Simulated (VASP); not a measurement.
Write the native input for VASP 6.6.1 that does the following.

```
Task                   : single point
Functional             : PBE
Potentials or basis    : VASP PAW PBE potentials, release 64 (Ca_sv, O)
Cutoff                 : 520 eV
k mesh                 : 6 × 6 × 4
Occupations            : gaussian, width 0.01 eV
Spin                   : no spin polarisation
Dipole correction      : no
Further INCAR settings : ALGO = Normal; EDIFF = 1e-06; NBANDS = 24
```

The structure of CaO lies in POSCAR:

```
CaO
1.0
    3.9808380002      0.0000000000      0.0000000000
   -1.9904190001      3.4475068365      0.0000000000
    0.0000000000      0.0000000000      4.7704440691
Ca O
2 2
Direct
    0.3333333333      0.6666666667     -0.0625000000
    0.6666666667      0.3333333333      0.4375000000
    0.3333333333      0.6666666667      0.4375000000
    0.6666666667      0.3333333333      0.9375000000
```

One way to write it, as run:

INCAR

```
PREC = Accurate
ENCUT = 520
EDIFF = 1E-6
ISMEAR = 0
SIGMA = 0.01
LREAL = F
LASPH = T
NELM = 60
ALGO = Normal
ISIF = 2
LWAVE = F
LCHARG = T
GGA = PE
LELF = T
LVHAR = T
NBANDS = 24
```

KPOINTS

```
regular mesh
0
Gamma
  6 6 4
```

Potentials or basis: VASP PAW PBE potentials, release 64 (Ca_sv, O).

Launch:

```bash
$ cat potpaw_PBE.64/Ca_sv/POTCAR potpaw_PBE.64/O/POTCAR > POTCAR
$ mpirun -np 1 vasp_std > vasp.out
```

It gave:

```json
{
  "Pressure": "2.3 GPa",
  "Band gap on the k mesh": "3.19 eV"
}
```

Caveat: the structure was generated, so it needn't be the stable form of CaO.

It took 54 s on 1 thread of Intel Xeon 8259CL (shared host), peak memory 0.19 GiB.
